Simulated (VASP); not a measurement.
Write the native input for VASP 6.6.1 that does the following.

| Property | Result |
| --- | --- |
| Task | single point |
| Functional | RPBE |
| Potentials or basis | VASP PAW PBE potentials, release 64 (Ni) |
| Cutoff | 520 eV |
| k mesh | 25 × 25 × 25 |
| Occupations | fermi-dirac, width 0.05 eV |
| Spin | collinear spin, ferromagnetic start |
| Starting moments | [0.691] μB |
| Dipole correction | no |
| Further INCAR settings | ALGO = Normal; EDIFF = 1e-06; NBANDS = 15 |

The structure of Ni lies in POSCAR:

```
Ni
1.0
    0.0000000000      1.8450617093      1.8450617093
    1.8450617093      0.0000000000      1.8450617093
    1.8450617093      1.8450617093      0.0000000000
Ni
1
Direct
    0.0000000000      0.0000000000      0.0000000000
```

This cell differs from its parent crystal: volume scaled by 1.12.

One way to write it, as run:

INCAR

```
PREC     = Accurate       # precision mode
ENCUT    = 520            # plane-wave cutoff, eV
EDIFF    = 1E-6           # SCF threshold, eV
ISMEAR   = -1             # smearing method
SIGMA    = 0.05           # smearing width, eV
LREAL    = F              # projectors in reciprocal space
LASPH    = T              # aspherical terms in the spheres
NELM     = 150            # most SCF steps
ALGO     = Normal         # electronic algorithm
ISIF     = 2              # what is computed and relaxed
LWAVE    = F              # write WAVECAR
LCHARG   = F              # write CHGCAR
ISPIN    = 2              # spin polarisation
MAGMOM   = 0.691          # initial moments
LORBIT   = 11             # projections on sites
LMAXMIX  = 4              # l up to which the mixer works
GGA      = RP             # functional
NBANDS   = 15             # bands
```

KPOINTS

```
regular mesh
0
Gamma
  25 25 25
```

Potentials or basis: VASP PAW PBE potentials, release 64 (Ni).

Launch:

```console
$ cat potpaw_PBE.64/Ni/POTCAR > POTCAR
$ mpirun -np 1 vasp_std > vasp.out
```

Results of the run:

```json
{
  "Pressure": "-14.8 GPa",
  "Net moment": "0.68 μB per cell",
  "Site moments": "Ni +0.70 μB",
  "Valence electrons inside the program's atomic spheres": "Ni 9.08"
}
```

Caveat: the PAW data sets were made with another functional, which shifts forces and pressure a little.

Run time: 62 s on 1 thread of Intel(R) Xeon(R) 6975P-C (Granite Rapids) (shared host), peak memory 0.23 GiB.
